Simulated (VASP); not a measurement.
# H4C in VASP: notebook

H4C is run at these levels: PBE+D3(BJ); tasks: single point.

Everything below comes from runs of VASP 6.6.1. Logs are shortened: lines on timing, memory, paths and dates and some standing lists are left out, and cuts for length are marked.

## Step 1: The cell of the first run

The cell holds an amorphous packing of atoms, 40 atoms: a = 8.049 Å, b = 7.954 Å, c = 8.075 Å, α = 90.83°, β = 89.59°, γ = 88.98°.

## Step 2: Single point, PBE+D3(BJ)

INCAR reads:

```
SYSTEM = H4C
  ALGO = Normal
  EDIFF = 1E-6
  ENCUT = 520
  GGA = PE
  GGA_COMPAT = .FALSE.
  ISIF = 2
  ISMEAR = -1
  IVDW = 12
  LASPH = .TRUE.
  LCHARG = .FALSE.
  LREAL = Auto
  LWAVE = .FALSE.
  NBANDS = 58
  NELM = 120
  PREC = Accurate
  SIGMA = 0.02
```

KPOINTS reads:

```
k-points
0
G
  1 1 1
  0 0 0
```

POSCAR reads:

```
H4C
1.0
    8.0489670000      0.0712570000      0.0287560000
    0.0712570000      7.9537210000     -0.0581190000
    0.0287560000     -0.0581190000      8.0745070000
C H
8 32
Direct
    0.0029752257      0.4850871141      0.1421148341
    0.0446561399     -0.1395357776      0.7235743542
    0.7864444773      0.4851411414      0.6386372469
    0.1461840674      0.0123511305      0.1248143281
    0.7038655229      0.1277263597      0.3932479062
    0.4107751187      0.7148368010      0.4745965730
    0.2351272954      0.3916711567      0.4610810561
    0.5857772827      0.9009010016      0.9077228930
   -0.0602254267      0.4594924905      0.2681324180
    0.1308414568      0.5285173705      0.1669519172
   -0.0887269506      0.5743905233      0.0949698149
    0.0139092719      0.3782924443      0.0761143688
   -0.0464687035     -0.2336423501      0.6841603078
   -0.0036259602     -0.0058832289      0.7234822313
    0.1710810969     -0.1516428276      0.6704517146
    0.0465582061     -0.1787613174      0.8482588155
    0.8955655270      0.4086876211      0.6607585619
    0.6856507051      0.3810973307      0.6108029164
    0.8026223120      0.6040833325      0.5833332626
    0.7590449186      0.5148474631      0.7715264008
    0.0219894622      0.0688984205      0.1146908385
    0.2357332207      0.1039485448      0.1767987372
    0.2074918194     -0.0248963689      0.0131879771
    0.1309671966     -0.0847185049      0.2186028388
    0.7138187857      0.0668686839      0.2584256560
    0.8130359696      0.2162854795      0.3821274331
    0.7617770127      0.0317033765      0.4876504422
    0.5861246354      0.1739842717      0.4591930123
    0.2976490485      0.7934226635      0.4623630564
    0.4165792195      0.6679543768      0.6006114910
    0.5216514761      0.7554597491      0.4316555742
    0.3617788872      0.6116386433      0.3988781622
    0.1305331494      0.3135835706      0.4311435425
    0.1846789591      0.4997517449      0.5221290221
    0.3009351898      0.3977311622      0.3352851196
    0.3099381189      0.3211595846      0.5471359296
    0.4987313964      1.0137243649      0.8795552628
    0.5112142041      0.8170192841      0.9888509439
    0.6920432109      0.9412293802      0.9771126480
    0.6512394206      0.8515643277      0.7899386336
```

Potentials or basis: VASP PAW PBE potentials, release 64 (C, H).

On the command line:

```console
$ cat potpaw_PBE.64/C/POTCAR potpaw_PBE.64/H/POTCAR > POTCAR
$ mpirun -np 1 vasp_gam > vasp.out
```

OUTCAR:

```text
SYSTEM = H4C
   EDIFF = 1E-6
   ENCUT = 520
   GGA = PE
   ISIF = 2
   ISMEAR = -1
   IVDW = 12
   LASPH = .TRUE.
   LREAL = Auto
   NELM = 120
   PREC = Accurate
 IVDW          = 12

 ion  position               nearest neighbor table
   1  0.003  0.485  0.142-  12 1.00  11 1.09  10 1.11   9 1.16
   2  0.045  0.860  0.724-  16 1.06  13 1.10  15 1.10  14 1.13
   3  0.786  0.485  0.639-  19 1.06  17 1.08  20 1.12  18 1.19
   4  0.146  0.012  0.125-  23 1.06  21 1.09  24 1.10  22 1.11
   5  0.704  0.128  0.393-  28 1.14  26 1.14  27 1.18  25 1.19
   6  0.411  0.715  0.475-  31 1.02  30 1.09  32 1.10  29 1.10
   7  0.235  0.392  0.461-  34 1.06  36 1.08  33 1.08  35 1.14
   8  0.586  0.901  0.908-  39 1.08  38 1.12  40 1.14  37 1.15
   9  0.940  0.459  0.268-   1 1.16
  10  0.131  0.529  0.167-   1 1.11
  11  0.911  0.574  0.095-   1 1.09
  12  0.014  0.378  0.076-   1 1.00
  13  0.954  0.766  0.684-   2 1.10
  14  0.996  0.994  0.723-   2 1.13
[... 24 lines left out ...]
  39  0.692  0.941  0.977-   8 1.08
  40  0.651  0.852  0.790-   8 1.14

  LATTYP: Found a triclinic cell.
 ALAT       =    14.0171687756
 B/A-ratio  =     1.2900546286
 C/A-ratio  =     0.5760626483
 COS(alpha) =     0.0000718079
 COS(beta)  =     0.5802150423
 COS(gamma) =     0.7743681523

  Lattice vectors:

 A1 = (   8.0914680000,   8.0830970000,  -8.1038700000)
 A2 = (  16.1691910000,   8.0962350000,  -0.0006070000)
 A3 = (  -0.0287560000,   0.0581190000,  -8.0745070000)

Analysis of symmetry for initial positions (statically):
=====================================================================
 Subroutine PRICEL returns:
 Original cell was already a primitive cell.

 Routine SETGRP: Setting up the symmetry group for a
 triclinic supercell.

 Subroutine GETGRP returns: Found  1 space group operations
 (whereof  1 operations were pure point group operations)
 out of a pool of  2 trial point group operations.

The static configuration has the point symmetry C_1 .

Analysis of symmetry for dynamics (positions and initial velocities):
=====================================================================
 Subroutine PRICEL returns:
 Original cell was already a primitive cell.

 Routine SETGRP: Setting up the symmetry group for a
 triclinic supercell.

 Subroutine GETGRP returns: Found  1 space group operations
 (whereof  1 operations were pure point group operations)
 out of a pool of  2 trial point group operations.

The dynamic configuration has the point symmetry C_1 .

 Subroutine INISYM returns: Found  1 space group operations
 (whereof  1 operations are pure point group operations),
 and found     1 'primitive' translations

----------------------------------------------------------------------------------------

                                     Primitive cell

  volume of cell :     516.8488

  direct lattice vectors                    reciprocal lattice vectors
     8.048967000  0.071257000  0.028756000     0.124251039 -0.001116451 -0.000450535
     0.071257000  7.953721000 -0.058119000    -0.001116451  0.125743962  0.000909061
     0.028756000 -0.058119000  8.074507000    -0.000450535  0.000909061  0.123854718

  length of vectors
     8.049333776  7.954252518  8.074767366     0.124256871  0.125752204  0.123858874

  position of ions in fractional coordinates (direct lattice)
     0.002975226  0.485087114  0.142114834
     0.044656140  0.860464222  0.723574354
     0.786444477  0.485141141  0.638637247
     0.146184067  0.012351131  0.124814328
     0.703865523  0.127726360  0.393247906
     0.410775119  0.714836801  0.474596573
[... 32 lines left out ...]
     0.692043211  0.941229380  0.977112648
     0.651239421  0.851564328  0.789938634

  ion indices of the primitive-cell ions
   primitive index   ion index
                 1           1
                 2           2
                 3           3
                 4           4
                 5           5
                 6           6
[... 32 lines left out ...]
                39          39
                40          40

----------------------------------------------------------------------------------------

 KPOINTS: k-points

Automatic generation of k-mesh.
 Grid dimensions read from file:
 generate k-points for:    1    1    1

 Generating k-lattice:

  Cartesian coordinates                     Fractional coordinates (reciprocal lattice)
     0.124251039 -0.001116451 -0.000450535     1.000000000 -0.000000000  0.000000000
    -0.001116451  0.125743962  0.000909061     0.000000000  1.000000000  0.000000000
    -0.000450535  0.000909061  0.123854718     0.000000000  0.000000000  1.000000000

  Length of vectors
     0.124256871  0.125752204  0.123858874

  Shift w.r.t. Gamma in fractional coordinates (k-lattice)
     0.000000000  0.000000000  0.000000000

 Subroutine IBZKPT returns following result:
 ===========================================

 Found      1 irreducible k-points:

 Following reciprocal coordinates:
            Coordinates               Weight
  0.000000  0.000000  0.000000      1.000000
   k-points           NKPTS =      1   k-points in BZ     NKDIM =      1   number of bands    NBANDS=     58
   number of dos      NEDOS =    301   number of ions     NIONS =     40
   total plane-waves  NPLWV = 216000
   dimension x,y,z NGX =    60 NGY =   60 NGZ =   60
   dimension x,y,z NGXF=   120 NGYF=  120 NGZF=  120
   ions per type =               8  32
   NGX,Y,Z   is equivalent  to a cutoff of  12.39, 12.54, 12.35 a.u.
   NGXF,Y,Z  is equivalent  to a cutoff of  24.78, 25.08, 24.71 a.u.
 SYSTEM =  H4C
   PREC   = accura    normal or accurate (medium, high low for compatibility)
   ISTART =      0    job   : 0-new  1-cont  2-samecut
   ICHARG =      2    charge: 1-file 2-atom 10-const
   ISPIN  =      1    spin polarized calculation?
   LNONCOLLINEAR =      F non collinear calculations
   LSORBIT =      F    spin-orbit coupling
   LASPH  =      T    aspherical Exc in radial PAW
   ENCUT  =  520.0 eV  38.22 Ry    6.18 a.u.  14.97 14.79 15.01*2*pi/ulx,y,z
   NELM   =    120;   NELMIN=  2; NELMDL= -5     # of ELM steps
   EDIFF  = 0.1E-05   stopping-criterion for ELM
   LREAL  =      T    real-space projection
   EDIFFG = 0.1E-04   stopping-criterion for IOM
   NSW    =      0    number of steps for IOM
   IBRION =     -1    ionic relax: 0-MD 1-quasi-New 2-CG
   NFREE  =      0    steps in history (QN), initial steepest desc. (CG)
   ISIF   =      2    stress and relaxation
   ISYM   =      2    0-nonsym 1-usesym 2-fastsym
   POTIM  = 0.5000    time-step for ionic-motion
   TEBEG  =    0.0;   TEEND  =   0.0 temperature during run
   PSTRESS=    0.0 pullay stress
   NELECT =      64.0000    total number of electrons
   NUPDOWN=      -1.0000    fix difference up-down
   EMIN   =  10.00;   EMAX   =-10.00  energy-range for DOS
   EFERMI =   0.00;   METHOD = LEGACY
   ISMEAR =    -1;   SIGMA  =   0.02  broadening in eV -4-tet -1-fermi 0-gaus
   EFERMI_NEDOS =   21; number of points for ismear=-14 and -15
   IALGO  =     38    algorithm
   IMIX   =      4    mixing-type and parameters
     AMIX     =   0.40;   BMIX     =  1.00
     AMIX_MAG =   1.60;   BMIX_MAG =  1.00
  volume/ion in A,a.u.               =      12.92        87.20
  Fermi-wavevector in a.u.,A,eV,Ry     =   0.815982  1.541981  9.059111  0.665826
  Thomas-Fermi vector in A             =   1.926168
   LORBIT       =      0    0 simple, 1 ext, 2 COOP (PROOUT), +10 PAW based schemes
   GGA     = PE    functional components
   LHFCALC =     F    Hartree Fock is set to
   AEXX    =    0.0000 exact exchange contribution
   IVDW    =    12    specifies the selected vdW correction
   LEPSILON=     F    determine dielectric tensor
   LRPA    =     F    only Hartree local field effects (RPA)
 non-spin polarized calculation
  energy-cutoff  :      520.00
  volume of cell :      516.85
 maximum number of plane-waves:      6945
 NGX is ok and might be reduce to    60
   NGX = 29   NGY = 29   NGZ = 31

 number of electron      64.0000003 magnetization

 Free energy of the ion-electron system (eV)
  ---------------------------------------------------
  ext. energy  EPLUGINS =         0.00000000
  ---------------------------------------------------
  free energy    TOTEN  =      -189.30673396 eV

  energy without entropy =     -189.30673396  energy(sigma->0) =     -189.30673396

 E-fermi :  -5.1298     XC(G=0):  -5.4124

 val. band max:       -5.6420413574   @ k =   0.0000   0.0000   0.0000
 cond. band min:       0.4046161280   @ k =   0.0000   0.0000   0.0000
 fundamental gap:      6.0466574854
 Fermi energy:        -5.1298458738

 k-point     1 :       0.0000    0.0000    0.0000
  band No.  band energies     occupation
      1     -15.5276      2.00000
      2     -15.1947      2.00000
      3     -15.1055      2.00000
      4     -15.0578      2.00000
      5     -14.9171      2.00000
      6     -14.8673      2.00000
[... 36 lines left out ...]
     43       3.6003      0.00000
     44       3.9981      0.00000
 [bands above 44 left out]

------------------------ aborting loop because EDIFF is reached ----------------------------------------

 Edisp (eV)   -1.03631

 E8    (eV) :    -0.2157

  FORCE on cell =-STRESS in cart. coord.  units (eV):
  Direction    XX          YY          ZZ          XY          YZ          ZX
  --------------------------------------------------------------------------------------
  -------------------------------------------------------------------------------------
  Total      -4.62897     4.41895    -2.40177     0.94369     2.31999     4.09968
  in kB     -14.34934    13.69827    -7.44525     2.92535     7.19174    12.70859
  external pressure =       -2.70 kB  Pullay stress =        0.00 kB

 VOLUME and BASIS-vectors are now :
 -----------------------------------------------------------------------------
  energy-cutoff  :      520.00
  volume of cell :      516.85
      direct lattice vectors                 reciprocal lattice vectors
     8.048967000  0.071257000  0.028756000     0.124251039 -0.001116451 -0.000450535
     0.071257000  7.953721000 -0.058119000    -0.001116451  0.125743962  0.000909061
     0.028756000 -0.058119000  8.074507000    -0.000450535  0.000909061  0.123854718

 POSITION                                       TOTAL-FORCE (eV/Angst)
 -----------------------------------------------------------------------------------
      0.06260      3.85020      1.11940        -0.907855      2.826181      4.124895
      0.44156      6.80502      5.79378        -0.526580      0.540515     -0.242058
      6.38300      3.87760      5.15110        -1.995642     -2.889025      2.734992
      1.18110      0.10140      1.01130         0.288652      0.943939      1.869916
      5.68580      1.04320      3.18810         2.533442     -1.554499      0.148202
      3.37090      5.68730      3.80240        -3.687218     -1.598151      0.495293
[... 32 lines left out ...]
      5.66540      7.47880      7.85490         0.315599      0.568120      0.716041
      5.32520      6.77360      6.34760        -1.381734     -0.089031      1.001161
 -----------------------------------------------------------------------------------
    total drift:                                0.001883      0.000993     -0.000558

  FREE ENERGIE OF THE ION-ELECTRON SYSTEM (eV)
  ---------------------------------------------------
  free  energy   TOTEN  =      -190.3430453943 eV

  energy  without entropy=     -190.3430453943  energy(sigma->0) =     -190.34304539
```

Wall time 82 s (1 thread of AMD EPYC 7R43 (Zen 3), shared host); peak memory 0.41 GiB.

What came out:

```
Free energy                : -190.3430 eV
Pressure                   : -0.3 GPa
Largest force              : 5.082 eV/Å
Band gap on the k mesh     : 6.05 eV
Dispersion energy per atom : -0.026 eV
```

Forces on the atoms (eV/Å):
```
C   -0.908  2.826  4.125
C   -0.527  0.541 -0.242
C   -1.996 -2.889  2.735
C    0.289  0.944  1.870
C    2.533 -1.554  0.148
C   -3.687 -1.598  0.495
C    0.133 -2.047 -1.719
C   -0.691  0.701 -0.965
H    1.007 -0.084 -1.186
H   -0.719  0.437 -0.200
H    0.480  0.400 -0.700
H   -0.042 -3.413 -2.256
H    0.260  0.514 -1.041
H    0.196 -0.935 -0.251
H   -0.582 -0.081 -0.065
H    0.578  0.045  1.636
H    1.072 -0.064 -0.676
H    1.321  2.350 -0.406
H   -0.179  0.380 -1.290
H   -0.292  0.259 -0.248
H    0.117  0.267 -0.504
H   -0.616 -0.027  0.157
H   -0.090 -0.804 -1.072
H    0.363 -0.345 -0.314
H   -1.195  0.627  2.160
H   -1.430  0.000  0.453
H   -0.855  0.864 -1.449
H    0.915 -0.115 -1.446
H    0.685  0.922  0.232
H    0.171  0.067  0.186
H    2.532  1.484 -1.073
H    1.057  0.017 -0.015
H   -0.535 -0.501  0.081
H   -0.144  1.245  0.042
H   -0.465  0.467  1.520
H    0.544 -0.203  0.312
H    1.170 -1.108  0.165
H    0.595 -0.068 -0.916
H    0.316  0.568  0.716
H   -1.382 -0.089  1.001
```

Stress tensor (GPa, compression positive):
```
-1.43  0.29  1.27
 0.29  1.37  0.72
 1.27  0.72 -0.74
```

Caveat: the k points lie up to 0.79 Å⁻¹ apart.

(Part 1 of 2 ends here.)
